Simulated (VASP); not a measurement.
# NaCl (Pm-3m) in VASP: settings compared

The runs below take NaCl through single point, relaxation of cell and atoms, with PBEsol-based screened hybrid with 25 % exact exchange, PBE0.

All numbers are computed with VASP 6.6.1; they aren't measurements. Logs are shortened: lines on timing, memory, paths and dates and some standing lists are left out, and cuts for length are marked.

### 1 The cell of the first run

It takes space group Pm-3m (No. 221, cubic). Conventional cell: a = 3.442 Å, b = 3.442 Å, c = 3.442 Å, α = 90.00°, β = 90.00°, γ = 90.00°. Within 3.9 Å of Cl (site symmetry m-3m) lie 8 Na at 2.98 Å and 6 Cl at 3.44 Å. Within 3.9 Å of Na (site symmetry m-3m) lie 8 Cl at 2.98 Å and 6 Na at 3.44 Å.

### 2 Single point, PBEsol-based screened hybrid with 25 % exact exchange

POSCAR reads:

```
NaCl
1.0
    3.4417533771      0.0000000000      0.0000000000
    0.0000000000      3.4417533771      0.0000000000
    0.0000000000      0.0000000000      3.4417533771
Cl Na
1 1
Direct
    0.5000000000      0.5000000000      0.5000000000
    0.0000000000      0.0000000000      0.0000000000
```

INCAR.step1 reads:

```
SYSTEM = NaCl
  PREC = Accurate
  ENCUT = 520
  EDIFF = 1E-5
  ISMEAR = -1
  SIGMA = 0.05
  LREAL = .False.
  LASPH = .True.
  NELM = 60
  ALGO = Normal
  ISIF = 2
  LWAVE = .True.
  LCHARG = .False.
  NBANDS = 14
  GGA = PE
```

INCAR.step2 reads:

```
SYSTEM = NaCl
  PREC = Accurate
  ENCUT = 520
  EDIFF = 1E-6
  ISMEAR = -1
  SIGMA = 0.05
  LREAL = .False.
  LASPH = .True.
  NELM = 60
  ALGO = Normal
  ISIF = 2
  LWAVE = .False.
  LCHARG = .False.
  GGA = PS
  LHFCALC = .True.
  AEXX = 0.25
  HFSCREEN = 0.207
  PRECFOCK = Normal
  NBANDS = 14
  ISTART = 1
```

KPOINTS reads:

```
Automatic mesh
0
Gamma
  4 4 4
  0 0 0
```

Potentials or basis: VASP PAW PBE potentials, release 64 (Cl, Na_pv).

Started as:

```bash
cat potpaw_PBE.64/Cl/POTCAR potpaw_PBE.64/Na_pv/POTCAR > POTCAR
cp INCAR.step1 INCAR
mpirun -np 1 vasp_std > vasp.out
cp INCAR.step2 INCAR
mpirun -np 1 vasp_std > vasp.out
```

OUTCAR:

```text
SYSTEM = NaCl
   PREC = Accurate
   ENCUT = 520
   EDIFF = 1E-6
   ISMEAR = -1
   LREAL = .False.
   LASPH = .True.
   NELM = 60
   ISIF = 2
   GGA = PS
   LHFCALC = .True.
   AEXX = 0.25
   HFSCREEN = 0.207
   PRECFOCK = Normal
   ISTART = 1

 ion  position               nearest neighbor table
   1  0.500  0.500  0.500-
   2  0.000  0.000  0.000-

  LATTYP: Found a simple cubic cell.
 ALAT       =     3.4417533771

  Lattice vectors:

 A1 = (   3.4417533771,   0.0000000000,   0.0000000000)
 A2 = (   0.0000000000,   3.4417533771,   0.0000000000)
 A3 = (   0.0000000000,   0.0000000000,   3.4417533771)

Analysis of symmetry for initial positions (statically):
=====================================================================
 Subroutine PRICEL returns:
 Original cell was already a primitive cell.

 Routine SETGRP: Setting up the symmetry group for a
 simple cubic supercell.

 Subroutine GETGRP returns: Found 48 space group operations
 (whereof 48 operations were pure point group operations)
 out of a pool of 48 trial point group operations.

The static configuration has the point symmetry O_h .

Analysis of symmetry for dynamics (positions and initial velocities):
=====================================================================
 Subroutine PRICEL returns:
 Original cell was already a primitive cell.

 Routine SETGRP: Setting up the symmetry group for a
 simple cubic supercell.

 Subroutine GETGRP returns: Found 48 space group operations
 (whereof 48 operations were pure point group operations)
 out of a pool of 48 trial point group operations.

The dynamic configuration has the point symmetry O_h .

 Subroutine INISYM returns: Found 48 space group operations
 (whereof 48 operations are pure point group operations),
 and found     1 'primitive' translations

----------------------------------------------------------------------------------------

                                     Primitive cell

  volume of cell :      40.7699

  direct lattice vectors                    reciprocal lattice vectors
     3.441753377  0.000000000  0.000000000     0.290549581  0.000000000  0.000000000
     0.000000000  3.441753377  0.000000000     0.000000000  0.290549581  0.000000000
     0.000000000  0.000000000  3.441753377     0.000000000  0.000000000  0.290549581

  length of vectors
     3.441753377  3.441753377  3.441753377     0.290549581  0.290549581  0.290549581

  position of ions in fractional coordinates (direct lattice)
     0.500000000  0.500000000  0.500000000
     0.000000000  0.000000000  0.000000000

  ion indices of the primitive-cell ions
   primitive index   ion index
                 1           1
                 2           2

----------------------------------------------------------------------------------------

 KPOINTS: Automatic mesh

Automatic generation of k-mesh.
 Grid dimensions read from file:
 generate k-points for:    4    4    4

 Generating k-lattice:

  Cartesian coordinates                     Fractional coordinates (reciprocal lattice)
     0.072637395  0.000000000  0.000000000     0.250000000  0.000000000  0.000000000
     0.000000000  0.072637395  0.000000000     0.000000000  0.250000000  0.000000000
     0.000000000  0.000000000  0.072637395     0.000000000  0.000000000  0.250000000

  Length of vectors
     0.072637395  0.072637395  0.072637395

  Shift w.r.t. Gamma in fractional coordinates (k-lattice)
     0.000000000  0.000000000  0.000000000

 Subroutine IBZKPT returns following result:
 ===========================================

 Found     10 irreducible k-points:

 Following reciprocal coordinates:
            Coordinates               Weight
  0.000000  0.000000  0.000000      1.000000
  0.250000  0.000000  0.000000      6.000000
  0.500000  0.000000  0.000000      3.000000
  0.250000  0.250000  0.000000     12.000000
  0.500000  0.250000  0.000000     12.000000
  0.500000  0.500000  0.000000      3.000000
  0.250000  0.250000  0.250000      8.000000
  0.500000  0.250000  0.250000     12.000000
  0.500000  0.500000  0.250000      6.000000
  0.500000  0.500000  0.500000      1.000000
   k-points           NKPTS =     10   k-points in BZ     NKDIM =     64   number of bands    NBANDS=     14
   number of dos      NEDOS =    301   number of ions     NIONS =      2
   total plane-waves  NPLWV =  21952
   dimension x,y,z NGX =    28 NGY =   28 NGZ =   28
   dimension x,y,z NGXF=    56 NGYF=   56 NGZF=   56
   ions per type =               1   1
   NGX,Y,Z   is equivalent  to a cutoff of  13.52, 13.52, 13.52 a.u.
   NGXF,Y,Z  is equivalent  to a cutoff of  27.05, 27.05, 27.05 a.u.
 SYSTEM =  NaCl
   PREC   = accura    normal or accurate (medium, high low for compatibility)
   ISTART =      1    job   : 0-new  1-cont  2-samecut
   ICHARG =      0    charge: 1-file 2-atom 10-const
   ISPIN  =      1    spin polarized calculation?
   LNONCOLLINEAR =      F non collinear calculations
   LSORBIT =      F    spin-orbit coupling
   LASPH  =      T    aspherical Exc in radial PAW
   ENCUT  =  520.0 eV  38.22 Ry    6.18 a.u.   6.40  6.40  6.40*2*pi/ulx,y,z
   NELM   =     60;   NELMIN=  2; NELMDL=  0     # of ELM steps
   EDIFF  = 0.1E-05   stopping-criterion for ELM
   LREAL  =      F    real-space projection
   EDIFFG = 0.1E-04   stopping-criterion for IOM
   NSW    =      0    number of steps for IOM
   IBRION =     -1    ionic relax: 0-MD 1-quasi-New 2-CG
   NFREE  =      0    steps in history (QN), initial steepest desc. (CG)
   ISIF   =      2    stress and relaxation
   ISYM   =      3    0-nonsym 1-usesym 2-fastsym
   POTIM  = 0.5000    time-step for ionic-motion
   TEBEG  =    0.0;   TEEND  =   0.0 temperature during run
   PSTRESS=    0.0 pullay stress
   NELECT =      14.0000    total number of electrons
   NUPDOWN=      -1.0000    fix difference up-down
   EMIN   =  10.00;   EMAX   =-10.00  energy-range for DOS
   EFERMI =   0.00;   METHOD = LEGACY
   ISMEAR =    -1;   SIGMA  =   0.05  broadening in eV -4-tet -1-fermi 0-gaus
   EFERMI_NEDOS =   21; number of points for ismear=-14 and -15
   IALGO  =     38    algorithm
   IMIX   =      1    mixing-type and parameters
     AMIX     =   0.40;   BMIX     =  1.00
     AMIX_MAG =   1.60;   BMIX_MAG =  1.00
  volume/ion in A,a.u.               =      20.38       137.56
  Fermi-wavevector in a.u.,A,eV,Ry     =   1.146404  2.166390 17.881355  1.314243
  Thomas-Fermi vector in A             =   2.283089
   LORBIT       =      0    0 simple, 1 ext, 2 COOP (PROOUT), +10 PAW based schemes
   GGA     = PS    functional components
   LHFCALC =     T    Hartree Fock is set to
   PRECFOCK=normal    Normal, Fast or Accurate (Low or Medium for compatibility)
   ENCUT4O =  -1.0   cutoff for four orbital integrals eV
   NKREDX  =     1    reduce k-point grid by
   NKREDY  =     1    reduce k-point grid by
   NKREDZ  =     1    reduce k-point grid by
   AEXX    =    0.2500 exact exchange contribution
   HFSCREEN=    0.2070 screening length (either q_TF or 0.3 A-1)
   HFSCREENC=   0.2070 screening length for correlation (either q_TF or 0.3 A-1)
   ENCUTFOCK=  -1.0 apply spherical cutoff to Coloumb kernel
   IVDW    =     0    specifies the selected vdW correction
   LEPSILON=     F    determine dielectric tensor
   LRPA    =     F    only Hartree local field effects (RPA)
 non-spin polarized calculation
  energy-cutoff  :      520.00
  volume of cell :       40.77
 maximum number of plane-waves:      1108
 NGX is ok and might be reduce to    28
  NGX = 20; NGY = 20; NGZ = 20

 number of electron      14.0000008 magnetization

 Free energy of the ion-electron system (eV)
  ---------------------------------------------------
  ext. energy  EPLUGINS =         0.00000000
  ---------------------------------------------------
  free energy    TOTEN  =        -7.76115828 eV

  energy without entropy =       -7.76115828  energy(sigma->0) =       -7.76115828

 E-fermi :   0.9373     XC(G=0):  -7.3149

 val. band max:       -0.1658859209   @ k =   0.5000   0.5000   0.0000
 cond. band min:       5.1792606313   @ k =   0.0000   0.0000   0.0000
 fundamental gap:      5.3451465522
 Fermi energy:         0.9373335134

 k-point     1 :       0.0000    0.0000    0.0000
  band No.  band energies     occupation
      1     -24.2417      2.00000
      2     -24.2417      2.00000
      3     -24.2417      2.00000
      4     -15.0010      2.00000
      5      -0.7551      2.00000
      6      -0.7551      2.00000
      7      -0.7551      2.00000
      8       5.1793      0.00000
      9       9.5604      0.00000
     10       9.5604      0.00000
     11      17.6480      0.00000
     12      17.7141      0.00000
     13      17.7153      0.00000
     14      17.7165      0.00000

 k-point     2 :       0.2500    0.0000    0.0000
  band No.  band energies     occupation
      1     -24.2658      2.00000
      2     -24.2394      2.00000
      3     -24.2394      2.00000
      4     -14.7859      2.00000
      5      -2.3964      2.00000
      6      -0.6194      2.00000
      7      -0.6194      2.00000
      8       6.5972      0.00000
      9      10.2847      0.00000
     10      10.7058      0.00000
     11      14.6074      0.00000
     12      14.6074      0.00000
     13      16.8877      0.00000
     14      17.1297      0.00000

 k-point     3 :       0.5000    0.0000    0.0000
  band No.  band energies     occupation
      1     -24.2898      2.00000
      2     -24.2371      2.00000
      3     -24.2371      2.00000
      4     -14.5512      2.00000
      5      -3.6158      2.00000
      6      -0.4758      2.00000
      7      -0.4758      2.00000
      8       8.1305      0.00000
      9      10.2329      0.00000
     10      11.6596      0.00000
     11      13.2823      0.00000
     12      13.2823      0.00000
     13      14.2437      0.00000
     14      18.8548      0.00000

 k-point     4 :       0.2500    0.2500    0.0000
  band No.  band energies     occupation
      1     -24.2637      2.00000
      2     -24.2600      2.00000
      3     -24.2373      2.00000
      4     -14.5963      2.00000
      5      -2.2721      2.00000
      6      -1.9506      2.00000
      7      -0.4765      2.00000
      8       7.7356      0.00000
      9       9.9755      0.00000
     10      11.6489      0.00000
     11      13.2206      0.00000
     12      14.7036      0.00000
     13      15.3774      0.00000
     14      17.2390      0.00000

 k-point     5 :       0.5000    0.2500    0.0000
  band No.  band energies     occupation
      1     -24.2841      2.00000
      2     -24.2578      2.00000
      3     -24.2353      2.00000
      4     -14.3908      2.00000
      5      -3.2609      2.00000
      6      -1.8010      2.00000
      7      -0.3253      2.00000
      8       8.1501      0.00000
      9       9.5617      0.00000
     10      12.3402      0.00000
     11      12.9097      0.00000
     12      13.6090      0.00000
     13      15.4998      0.00000
     14      18.3316      0.00000

 k-point     6 :       0.5000    0.5000    0.0000
  band No.  band energies     occupation
      1     -24.2785      2.00000
      2     -24.2785      2.00000
      3     -24.2334      2.00000
      4     -14.2181      2.00000
      5      -2.8502      2.00000
      6      -2.8502      2.00000
      7      -0.1659      2.00000
      8       6.5572      0.00000
      9      11.1575      0.00000
     10      12.6411      0.00000
     11      12.6411      0.00000
     12      14.0284      0.00000
     13      14.0284      0.00000
     14      19.6597      0.00000

 k-point     7 :       0.2500    0.2500    0.2500
  band No.  band energies     occupation
      1     -24.2613      2.00000
      2     -24.2570      2.00000
      3     -24.2570      2.00000
      4     -14.4192      2.00000
      5      -2.0954      2.00000
      6      -1.7509      2.00000
      7      -1.7509      2.00000
      8       8.3609      0.00000
      9      10.6252      0.00000
     10      10.6252      0.00000
     11      13.0270      0.00000
     12      14.1285      0.00000
     13      14.1285      0.00000
     14      19.7099      0.00000

 k-point     8 :       0.5000    0.2500    0.2500
  band No.  band energies     occupation
      1     -24.2795      2.00000
      2     -24.2561      2.00000
      3     -24.2541      2.00000
      4     -14.2280      2.00000
      5      -2.9621      2.00000
      6      -1.6635      2.00000
      7      -1.5325      2.00000
      8       8.2690      0.00000
      9       9.5178      0.00000
     10      10.2889      0.00000
     11      13.7478      0.00000
     12      14.2590      0.00000
     13      15.9771      0.00000
     14      17.9148      0.00000

 k-point     9 :       0.5000    0.5000    0.2500
  band No.  band energies     occupation
      1     -24.2748      2.00000
      2     -24.2748      2.00000
      3     -24.2523      2.00000
      4     -14.0529      2.00000
      5      -2.6231      2.00000
      6      -2.6231      2.00000
      7      -1.3779      2.00000
      8       7.2110      0.00000
      9       9.6325      0.00000
     10       9.6325      0.00000
     11      13.9242      0.00000
     12      15.7637      0.00000
     13      16.8240      0.00000
     14      16.8240      0.00000

 k-point    10 :       0.5000    0.5000    0.5000
  band No.  band energies     occupation
      1     -24.2712      2.00000
      2     -24.2712      2.00000
      3     -24.2712      2.00000
      4     -13.8754      2.00000
      5      -2.3706      2.00000
      6      -2.3706      2.00000
      7      -2.3706      2.00000
      8       8.1360      0.00000
      9       8.1360      0.00000
     10       8.1360      0.00000
     11      13.5110      0.00000
     12      17.8870      0.00000
     13      17.8870      0.00000
     14      17.8870      0.00000

------------------------ aborting loop because EDIFF is reached ----------------------------------------

  FORCE on cell =-STRESS in cart. coord.  units (eV):
  Direction    XX          YY          ZZ          XY          YZ          ZX
  --------------------------------------------------------------------------------------
  -------------------------------------------------------------------------------------
  Total        0.0069109      0.0069109      0.0069109     -0.0000000      0.0000000     -0.0000000
  in kB        0.2715861      0.2715861      0.2715861     -0.0000000      0.0000000     -0.0000000
  external PRESSURE =       0.2715861 kB  Pullay stress =       0.0000000 kB

 VOLUME and BASIS-vectors are now :
 -----------------------------------------------------------------------------
  energy-cutoff  :      520.00
  volume of cell :       40.77
      direct lattice vectors                 reciprocal lattice vectors
     3.441753377  0.000000000  0.000000000     0.290549581  0.000000000  0.000000000
     0.000000000  3.441753377  0.000000000     0.000000000  0.290549581  0.000000000
     0.000000000  0.000000000  3.441753377     0.000000000  0.000000000  0.290549581

 POSITION                                       TOTAL-FORCE (eV/Angst)
 -----------------------------------------------------------------------------------
      1.72088      1.72088      1.72088         0.000000      0.000000      0.000000
      0.00000      0.00000      0.00000         0.000000      0.000000      0.000000
 -----------------------------------------------------------------------------------
    total drift:                                0.000003      0.000003      0.000002

  FREE ENERGIE OF THE ION-ELECTRON SYSTEM (eV)
  ---------------------------------------------------
  free  energy   TOTEN  =        -7.7611582795 eV

  energy  without entropy=       -7.7611582795  energy(sigma->0) =       -7.76115828
```

It took 3.9 min on 1 thread of AMD EPYC 7R13, shared host; peak memory 0.22 GiB.

Results:

| Property | Result |
| --- | --- |
| Free energy | -7.7612 eV |
| Pressure | 0.0 GPa |
| Band gap on the k mesh | 5.35 eV (least direct gap 5.93 eV) |

Caveat: the k points lie up to 0.46 Å⁻¹ apart; the PAW data sets were made with another functional, which shifts forces and pressure a little. A k mesh can miss the band edges.

### 3 Relaxation of cell and atoms, PBEsol-based screened hybrid with 25 % exact exchange

This run uses another cell than the first one, of 21.48 Å³/atom.

POSCAR reads:

```
NaCl
1.0
    3.5021900000      0.0000000000      0.0000000000
    0.0000000000      3.5021900000      0.0000000000
    0.0000000000      0.0000000000      3.5021900000
Cl Na
1 1
Direct
    0.5000000000      0.5000000000      0.5000000000
    0.0000000000      0.0000000000      0.0000000000
```

INCAR.step1 reads:

```
SYSTEM = NaCl
  ALGO = Normal
  EDIFF = 1E-5
  ENCUT = 600
  GGA = PE
  ISMEAR = -1
  LASPH = .True.
  LCHARG = .False.
  LREAL = .False.
  LWAVE = .True.
  NBANDS = 14
  NELM = 60
  PREC = Accurate
  SIGMA = 0.05
```

INCAR.step2 reads:

```
SYSTEM = NaCl
  AEXX = 0.25
  ALGO = Normal
  EDIFF = 1E-7
  EDIFFG = -0.01
  ENCUT = 600
  GGA = PS
  HFSCREEN = 0.207
  IBRION = 2
  ISIF = 3
  ISMEAR = -1
  ISTART = 1
  LASPH = .True.
  LCHARG = .False.
  LHFCALC = .True.
  LREAL = .False.
  LWAVE = .False.
  NELM = 60
  NSW = 60
  PREC = Accurate
  PRECFOCK = Normal
  SIGMA = 0.05
```

KPOINTS reads:

```
k-points
0
Gamma
  4 4 4
  0 0 0
```

Potentials or basis: VASP PAW PBE potentials, release 64 (Cl, Na_pv).

Started as:

```bash
cat potpaw_PBE.64/Cl/POTCAR potpaw_PBE.64/Na_pv/POTCAR > POTCAR
cp INCAR.step1 INCAR
mpirun -np 1 vasp_std > vasp.out
cp INCAR.step2 INCAR
mpirun -np 1 vasp_std > vasp.out
```

Wall time 33 min (1 thread of AMD EPYC 7R13, shared host); peak memory 0.23 GiB.

It converged, with:

```yaml
Free_energy: -7.7617 eV
Relaxed_volume: 20.42 Å³/atom
Relaxed_cell: a = 3.444 Å, b = 3.444 Å, c = 3.444 Å, α = 90.00°, β = 90.00°, γ = 90.00°
Space_group_after_relaxing_to_0.1_Å: Pm-3m (No. 221)
Energy_gained_by_relaxing: 4.7 meV/atom
Ionic_steps: 4
Pressure_after_relaxing: 0.0 GPa
Band_gap_on_the_k_mesh: 5.34 eV (least direct gap 5.93 eV)
```

The path:
| step | energy change (eV) | largest force (eV/Å) | pressure (GPa) | volume (Å³) |
| --- | --- | --- | --- | --- |
| 1 | 0.0000 | 0.0000 | -1.34 | 42.96 |
| 2 | -0.0071 | 0.0000 | -0.69 | 41.85 |
| 3 | -0.0093 | 0.0000 | -0.09 | 40.96 |
| 4 | -0.0094 | 0.0000 | 0.00 | 40.83 |

Final structure:
```cif
data_structure
_symmetry_space_group_name_H-M 'P 1'
_symmetry_Int_Tables_number 1
_cell_length_a 3.4436
_cell_length_b 3.4436
_cell_length_c 3.4436
_cell_angle_alpha 90.000
_cell_angle_beta 90.000
_cell_angle_gamma 90.000
_cell_volume 40.83
loop_
_atom_site_label
_atom_site_type_symbol
_atom_site_fract_x
_atom_site_fract_y
_atom_site_fract_z
_atom_site_occupancy
Cl1 Cl 0.50000 0.50000 0.50000 1
Na1 Na 0.00000 0.00000 0.00000 1
```

Levels at points of the mesh, in eV from the valence-band top:
| k point | band 4 | band 5 | band 6 | band 7 | band 8 | band 9 | band 10 | band 11 |
| --- | --- | --- | --- | --- | --- | --- | --- | --- |
| (0.00, 0.00, 0.00) | -14.83 | -0.59 | -0.59 | -0.59 | 5.34 | 9.73 | 9.73 | 17.80 |
| (0.50, 0.00, 0.00) | -14.38 | -3.44 | -0.31 | -0.31 | 8.29 | 10.39 | 11.83 | 13.44 |
| (0.50, 0.50, 0.00) | -14.05 | -2.68 | -2.68 | 0.00 | 6.72 | 11.32 | 12.80 | 12.80 |
| (0.50, 0.50, 0.50) | -13.71 | -2.20 | -2.20 | -2.20 | 8.30 | 8.30 | 8.30 | 13.66 |

Caveat: the k points lie up to 0.46 Å⁻¹ apart in the final cell; the PAW data sets were made with another functional, which shifts forces and pressure a little. A k mesh can miss the band edges.

(Continued in part 2 of 2.)
